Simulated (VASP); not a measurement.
# TiZn3 (Pm-3m) in VASP: further runs

Runs on TiZn3. Level: LDA. Tasks: single point.

Everything below comes from runs of VASP 6.6.1. Logs are shortened: lines on timing, memory, paths and dates and some standing lists are left out, and cuts for length are marked.

## Step 1: The cell of the first run

The structure is cubic, space group Pm-3m (No. 221). Conventional cell: a = 3.932 Å, b = 3.932 Å, c = 3.932 Å, α = 90.00°, β = 90.00°, γ = 90.00°. Ti (site symmetry m-3m) has 12 Zn at 2.78 Å within 3.7 Å. Zn (site symmetry 4/mmm) has 4 Ti at 2.78 Å and 8 Zn at 2.78 Å within 3.7 Å.

## Step 2: Single point, LDA

File INCAR:

```
SYSTEM = TiZn3
ALGO = Normal
EDIFF = 1E-6
ENCUT = 520
GGA = CA
ISIF = 2
ISMEAR = 0
LASPH = .TRUE.
LCHARG = .FALSE.
LREAL = .FALSE.
LWAVE = .FALSE.
NBANDS = 32
NELM = 100
PREC = Accurate
SIGMA = 0.3
```

File KPOINTS:

```
k-points
0
G
  7 7 7
  0 0 0
```

File POSCAR:

```
TiZn3
1.0
    3.9322000000      0.0000000000      0.0000000000
    0.0000000000      3.9322000000      0.0000000000
    0.0000000000      0.0000000000      3.9322000000
Ti Zn
1 3
Direct
    0.0000000000      0.0000000000      0.0000000000
    0.0000000000      0.5000000000      0.5000000000
    0.5000000000      0.0000000000      0.5000000000
    0.5000000000      0.5000000000      0.0000000000
```

Potentials or basis: VASP PAW LDA potentials, release 64 (Ti_sv, Zn).

Started as:

```
$ cat potpaw_LDA.64/Ti_sv/POTCAR potpaw_LDA.64/Zn/POTCAR > POTCAR
$ mpirun -np 1 vasp_std > vasp.out
```

OUTCAR:

```text
SYSTEM = TiZn3
   EDIFF = 1E-6
   ENCUT = 520
   GGA = CA
   ISIF = 2
   ISMEAR = 0
   LASPH = .TRUE.
   LREAL = .FALSE.
   NELM = 100
   PREC = Accurate

 ion  position               nearest neighbor table
   1  0.000  0.000  0.000-   2 2.78   3 2.78   4 2.78   2 2.78   3 2.78   2 2.78   4 2.78   2 2.78
                             3 2.78   4 2.78   3 2.78   4 2.78
   2  0.000  0.500  0.500-   1 2.78   3 2.78   4 2.78   1 2.78   4 2.78   1 2.78   3 2.78   1 2.78
                             3 2.78   4 2.78   4 2.78   3 2.78
   3  0.500  0.000  0.500-   1 2.78   2 2.78   4 2.78   1 2.78   4 2.78   2 2.78   4 2.78   4 2.78
                             1 2.78   2 2.78   1 2.78   2 2.78
   4  0.500  0.500  0.000-   1 2.78   2 2.78   3 2.78   2 2.78   3 2.78   1 2.78   3 2.78   3 2.78
                             1 2.78   2 2.78   2 2.78   1 2.78

  LATTYP: Found a simple cubic cell.
 ALAT       =     3.9322000000

  Lattice vectors:

 A1 = (   3.9322000000,   0.0000000000,   0.0000000000)
 A2 = (   0.0000000000,   3.9322000000,   0.0000000000)
 A3 = (   0.0000000000,   0.0000000000,   3.9322000000)

Analysis of symmetry for initial positions (statically):
=====================================================================
 Subroutine PRICEL returns:
 Original cell was already a primitive cell.

 Routine SETGRP: Setting up the symmetry group for a
 simple cubic supercell.

 Subroutine GETGRP returns: Found 48 space group operations
 (whereof 48 operations were pure point group operations)
 out of a pool of 48 trial point group operations.

The static configuration has the point symmetry O_h .

Analysis of symmetry for dynamics (positions and initial velocities):
=====================================================================
 Subroutine PRICEL returns:
 Original cell was already a primitive cell.

 Routine SETGRP: Setting up the symmetry group for a
 simple cubic supercell.

 Subroutine GETGRP returns: Found 48 space group operations
 (whereof 48 operations were pure point group operations)
 out of a pool of 48 trial point group operations.

The dynamic configuration has the point symmetry O_h .

 Subroutine INISYM returns: Found 48 space group operations
 (whereof 48 operations are pure point group operations),
 and found     1 'primitive' translations

----------------------------------------------------------------------------------------

                                     Primitive cell

  volume of cell :      60.8005

  direct lattice vectors                    reciprocal lattice vectors
     3.932200000  0.000000000  0.000000000     0.254310564  0.000000000  0.000000000
     0.000000000  3.932200000  0.000000000     0.000000000  0.254310564  0.000000000
     0.000000000  0.000000000  3.932200000     0.000000000  0.000000000  0.254310564

  length of vectors
     3.932200000  3.932200000  3.932200000     0.254310564  0.254310564  0.254310564

  position of ions in fractional coordinates (direct lattice)
     0.000000000  0.000000000  0.000000000
     0.000000000  0.500000000  0.500000000
     0.500000000  0.000000000  0.500000000
     0.500000000  0.500000000  0.000000000

  ion indices of the primitive-cell ions
   primitive index   ion index
                 1           1
                 2           2
                 3           3
                 4           4

----------------------------------------------------------------------------------------

 KPOINTS: k-points

Automatic generation of k-mesh.
 Grid dimensions read from file:
 generate k-points for:    7    7    7

 Generating k-lattice:

  Cartesian coordinates                     Fractional coordinates (reciprocal lattice)
     0.036330081  0.000000000  0.000000000     0.142857143  0.000000000  0.000000000
     0.000000000  0.036330081  0.000000000     0.000000000  0.142857143  0.000000000
     0.000000000  0.000000000  0.036330081     0.000000000  0.000000000  0.142857143

  Length of vectors
     0.036330081  0.036330081  0.036330081

  Shift w.r.t. Gamma in fractional coordinates (k-lattice)
     0.000000000  0.000000000  0.000000000

 Subroutine IBZKPT returns following result:
 ===========================================

 Found     20 irreducible k-points:

 Following reciprocal coordinates:
            Coordinates               Weight
  0.000000  0.000000  0.000000      1.000000
  0.142857  0.000000  0.000000      6.000000
  0.285714  0.000000  0.000000      6.000000
  0.428571  0.000000  0.000000      6.000000
  0.142857  0.142857  0.000000     12.000000
  0.285714  0.142857  0.000000     24.000000
[... 12 lines left out ...]
  0.428571  0.428571  0.285714     24.000000
  0.428571  0.428571  0.428571      8.000000
   k-points           NKPTS =     20   k-points in BZ     NKDIM =     20   number of bands    NBANDS=     32
   number of dos      NEDOS =    301   number of ions     NIONS =      4
   total plane-waves  NPLWV =  27000
   dimension x,y,z NGX =    30 NGY =   30 NGZ =   30
   dimension x,y,z NGXF=    60 NGYF=   60 NGZF=   60
   ions per type =               1   3
   NGX,Y,Z   is equivalent  to a cutoff of  12.68, 12.68, 12.68 a.u.
   NGXF,Y,Z  is equivalent  to a cutoff of  25.37, 25.37, 25.37 a.u.
 SYSTEM =  TiZn3
   PREC   = accura    normal or accurate (medium, high low for compatibility)
   ISTART =      0    job   : 0-new  1-cont  2-samecut
   ICHARG =      2    charge: 1-file 2-atom 10-const
   ISPIN  =      1    spin polarized calculation?
   LNONCOLLINEAR =      F non collinear calculations
   LSORBIT =      F    spin-orbit coupling
   LASPH  =      T    aspherical Exc in radial PAW
   ENCUT  =  520.0 eV  38.22 Ry    6.18 a.u.   7.31  7.31  7.31*2*pi/ulx,y,z
   NELM   =    100;   NELMIN=  2; NELMDL= -5     # of ELM steps
   EDIFF  = 0.1E-05   stopping-criterion for ELM
   LREAL  =      F    real-space projection
   EDIFFG = 0.1E-04   stopping-criterion for IOM
   NSW    =      0    number of steps for IOM
   IBRION =     -1    ionic relax: 0-MD 1-quasi-New 2-CG
   NFREE  =      0    steps in history (QN), initial steepest desc. (CG)
   ISIF   =      2    stress and relaxation
   ISYM   =      2    0-nonsym 1-usesym 2-fastsym
   POTIM  = 0.5000    time-step for ionic-motion
   TEBEG  =    0.0;   TEEND  =   0.0 temperature during run
   PSTRESS=    0.0 pullay stress
   NELECT =      48.0000    total number of electrons
   NUPDOWN=      -1.0000    fix difference up-down
   EMIN   =  10.00;   EMAX   =-10.00  energy-range for DOS
   EFERMI =   0.00;   METHOD = LEGACY
   ISMEAR =     0;   SIGMA  =   0.30  broadening in eV -4-tet -1-fermi 0-gaus
   EFERMI_NEDOS =   21; number of points for ismear=-14 and -15
   IALGO  =     38    algorithm
   IMIX   =      4    mixing-type and parameters
     AMIX     =   0.40;   BMIX     =  1.00
     AMIX_MAG =   1.60;   BMIX_MAG =  1.00
  volume/ion in A,a.u.               =      15.20       102.58
  Fermi-wavevector in a.u.,A,eV,Ry     =   1.513049  2.859248 31.148050  2.289317
  Thomas-Fermi vector in A             =   2.622892
   LORBIT       =      0    0 simple, 1 ext, 2 COOP (PROOUT), +10 PAW based schemes
   GGA     = CA    functional components
   LHFCALC =     F    Hartree Fock is set to
   AEXX    =    0.0000 exact exchange contribution
   IVDW    =     0    specifies the selected vdW correction
   LEPSILON=     F    determine dielectric tensor
   LRPA    =     F    only Hartree local field effects (RPA)
 non-spin polarized calculation
 Gauss-broadening in eV      SIGMA  =   0.30
  energy-cutoff  :      520.00
  volume of cell :       60.80
 maximum number of plane-waves:      1659
 NGX is ok and might be reduce to    30
   NGX = 15   NGY = 15   NGZ = 15

 number of electron      47.9999979 magnetization

 Free energy of the ion-electron system (eV)
  ---------------------------------------------------
  ext. energy  EPLUGINS =         0.00000000
  ---------------------------------------------------
  free energy    TOTEN  =       -14.98757096 eV

  energy without entropy =      -14.84873665  energy(sigma->0) =      -14.91815380

 E-fermi :   4.1212     XC(G=0): -12.0501

 val. band max:        4.1150497595   @ k =   0.2857   0.2857   0.0000
 cond. band min:       4.1452474211   @ k =   0.1429   0.1429   0.0000
 fundamental gap:      0.0301976616
 Fermi energy:         4.1212364519

 k-point     1 :       0.0000    0.0000    0.0000
  band No.  band energies     occupation
      1     -51.9832      2.00000
      2     -28.6297      2.00000
      3     -28.6297      2.00000
      4     -28.6297      2.00000
      5      -5.0845      2.00000
      6      -3.6036      2.00000
[... 24 lines left out ...]
     31       9.6768      0.00000
     32      12.5882      0.00000

 k-point     2 :       0.1429    0.0000    0.0000
  band No.  band energies     occupation
      1     -51.9830      2.00000
      2     -28.6335      2.00000
      3     -28.6295      2.00000
      4     -28.6295      2.00000
      5      -4.8783      2.00000
      6      -3.5558      2.00000
[... 24 lines left out ...]
     31      10.7556      0.00000
     32      12.3707      0.00000

 k-point     3 :       0.2857    0.0000    0.0000
  band No.  band energies     occupation
      1     -51.9826      2.00000
      2     -28.6421      2.00000
      3     -28.6292      2.00000
      4     -28.6292      2.00000
      5      -4.2994      2.00000
      6      -3.4296      2.00000
[... 24 lines left out ...]
     31      11.1687      0.00000
     32      11.1687      0.00000

 k-point     4 :       0.4286    0.0000    0.0000
  band No.  band energies     occupation
      1     -51.9823      2.00000
      2     -28.6490      2.00000
      3     -28.6290      2.00000
      4     -28.6290      2.00000
      5      -3.6692      2.00000
      6      -3.3339      2.00000
[... 514 lines left out ...]
     31       9.3918      0.00000
     32      11.5178      0.00000

 k-point    19 :       0.4286    0.4286    0.2857
  band No.  band energies     occupation
      1     -51.9811      2.00000
      2     -28.6449      2.00000
      3     -28.6447      2.00000
      4     -28.6383      2.00000
      5      -3.4860      2.00000
      6      -3.4031      2.00000
[... 24 lines left out ...]
     31       8.4707      0.00000
     32      10.0751      0.00000

 k-point    20 :       0.4286    0.4286    0.4286
  band No.  band energies     occupation
      1     -51.9808      2.00000
      2     -28.6440      2.00000
      3     -28.6437      2.00000
      4     -28.6437      2.00000
      5      -3.5349      2.00000
      6      -3.4878      2.00000
[... 24 lines left out ...]
     31       7.9420      0.00000
     32       8.7516      0.00000

------------------------ aborting loop because EDIFF is reached ----------------------------------------

  FORCE on cell =-STRESS in cart. coord.  units (eV):
  Direction    XX          YY          ZZ          XY          YZ          ZX
  --------------------------------------------------------------------------------------
  -------------------------------------------------------------------------------------
  Total       -3.5168363     -3.5168363     -3.5168363     -0.0000000     -0.0000000      0.0000000
  in kB      -92.6735794    -92.6735794    -92.6735794     -0.0000000     -0.0000000      0.0000000
  external PRESSURE =     -92.6735794 kB  Pullay stress =       0.0000000 kB

 VOLUME and BASIS-vectors are now :
 -----------------------------------------------------------------------------
  energy-cutoff  :      520.00
  volume of cell :       60.80
      direct lattice vectors                 reciprocal lattice vectors
     3.932200000  0.000000000  0.000000000     0.254310564  0.000000000  0.000000000
     0.000000000  3.932200000  0.000000000     0.000000000  0.254310564  0.000000000
     0.000000000  0.000000000  3.932200000     0.000000000  0.000000000  0.254310564

 POSITION                                       TOTAL-FORCE (eV/Angst)
 -----------------------------------------------------------------------------------
      0.00000      0.00000      0.00000         0.000000      0.000000      0.000000
      0.00000      1.96610      1.96610         0.000000      0.000000      0.000000
      1.96610      0.00000      1.96610         0.000000      0.000000      0.000000
      1.96610      1.96610      0.00000         0.000000      0.000000      0.000000
 -----------------------------------------------------------------------------------
    total drift:                                0.000000      0.000000     -0.000000

  FREE ENERGIE OF THE ION-ELECTRON SYSTEM (eV)
  ---------------------------------------------------
  free  energy   TOTEN  =       -14.9875709585 eV

  energy  without entropy=      -14.8487366499  energy(sigma->0) =      -14.91815380
```

Wall time 25 s (1 thread of AMD EPYC 9R45 (Zen 5), shared host); peak memory 0.13 GiB.

Results:

- Free energy: -14.9876 eV
- Pressure: -9.3 GPa
- Band gap on the k mesh: zero (bands 24 and 25 overlap by 1.73 eV)

Levels at points of the mesh, in eV from the Fermi level:
| k point | band 21 | band 22 | band 23 | band 24 | band 25 | band 26 | band 27 | band 28 |
| --- | --- | --- | --- | --- | --- | --- | --- | --- |
| (0.00, 0.00, 0.00) | -0.79 | -0.79 | 0.23 | 0.23 | 0.23 | 1.45 | 1.45 | 1.45 |

Caveat: the cell stands under tension; so wide a smearing shifts energies and pressures.

## Step 3: Single point, LDA

File INCAR:

```
PREC = Accurate ; ENCUT = 520
EDIFF = 1E-6 ; ISMEAR = 0
SIGMA = 0.3 ; LREAL = False
LASPH = True ; NELM = 100
ALGO = Normal ; ISIF = 2
LWAVE = False ; LCHARG = True
LELF = True ; LVHAR = True
NBANDS = 32
```

File KPOINTS:

```
regular mesh
0
Gamma
  7 7 7
```

POSCAR is that of step 2.

Potentials or basis: VASP PAW LDA potentials, release 64 (Ti_sv, Zn).

Started as:

```
$ cat potpaw_LDA.64/Ti_sv/POTCAR potpaw_LDA.64/Zn/POTCAR > POTCAR
$ mpirun -np 1 vasp_std > vasp.out
```

Wall time 23 s (1 thread of AMD EPYC 9R45 (Zen 5), shared host); peak memory 0.13 GiB.

It converged, with:

```
Free energy            : -14.9876 eV
Pressure               : -9.3 GPa
Band gap on the k mesh : zero (bands 24 and 25 overlap by 1.73 eV)
```

Levels at points of the mesh, in eV from the Fermi level:
```
           k point  band 22  band 23  band 24  band 25  band 26  band 27
(0.00, 0.00, 0.00)    -0.79     0.23     0.23     0.23     1.45     1.45
```

Caveat: the cell stands under tension; so wide a smearing shifts energies and pressures.
